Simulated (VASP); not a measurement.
Here is a VASP 6.6.1 calculation.

Contents of INCAR:

```
PREC = Accurate ; ENCUT = 520
EDIFF = 1E-6 ; ISMEAR = 0
SIGMA = 0.1 ; LREAL = F
LASPH = T ; NELM = 100
ALGO = Normal ; ISIF = 2
LWAVE = F ; LCHARG = F
GGA = PE ; NBANDS = 12
```

KPOINTS

```
Automatic mesh
0
Gamma
  20 20 20
```

POSCAR

```
Ag
1.0
    2.7500368228      0.0000000000      0.0000000000
    0.0000000000      2.7500368228      0.0000000000
    0.0000000000      0.0000000000      2.7500368228
Ag
1
Direct
    0.5000000000      0.5000000000      0.5000000000
```

Potentials or basis: VASP PAW PBE potentials, release 64 (Ag).

Launch:

```sh
$ cat potpaw_PBE.64/Ag/POTCAR > POTCAR
$ mpirun -np 1 vasp_std > vasp.out
```

Question: Predict the pressure.

Answer: -0.1 GPa.
